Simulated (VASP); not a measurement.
GaP: single point with PBE

**What was measured.**

“Stacking defects in GaP nanowires: Electronic structure and optical properties”, 2018, arxiv:1810.01194 quotes, for a bulk crystal of GaP at 10 K: band gap 2.34 eV (indirect).

The system is GaP.

```
Ga P
1.0
     0.00000    2.72525    2.72525
     2.72525    0.00000    2.72525
     2.72525    2.72525    0.00000
Ga P
1 1
Direct
  0.00000 0.00000 0.00000
  0.75000 0.75000 0.75000
```

```yaml
Program: VASP 6.6.1
Task: single point
Functional: PBE
Potentials_or_basis: VASP PAW PBE potentials, release 64 (Ga_d, P)
Cutoff: 520 eV
k_mesh: 12 × 12 × 12
Occupations: gaussian, width 0.05 eV
Spin: no spin polarisation
```

```yaml
Pressure: 2.4 GPa
Band_gap_on_the_k_mesh: 1.59 eV, indirect (least direct gap 1.83 eV)
```

Levels at points of the mesh, in eV from the valence-band top:
```csv
k point,band 6,band 7,band 8,band 9,band 10,band 11,band 12,band 13
"(0.00, 0.00, 0.00)",-12.49,0.00,0.00,0.00,1.83,3.89,3.89,3.89
"(0.50, 0.00, 0.00)",-10.43,-6.63,-1.12,-1.12,1.67,4.72,4.72,8.29
"(0.50, 0.50, 0.00)",-9.53,-6.75,-2.68,-2.68,1.66,1.82,10.60,10.60
```

Wall time 94 s on 1 thread of AMD EPYC 7R13, with other jobs on the host, peak memory 0.17 GiB.

A measured gap of GaP is 2.34 eV (indirect; 10 K; quoted in “Stacking defects in GaP nanowires: Electronic structure and optical properties”, 2018, arxiv:1810.01194); the calculated 1.59 eV misses it by -0.75 eV. Spin-orbit coupling on Ga is left out. The value is that of PBE on a finite k mesh, which can miss the band edges, without temperature or zero-point motion. Semilocal functionals fall short of measured gaps as a rule.
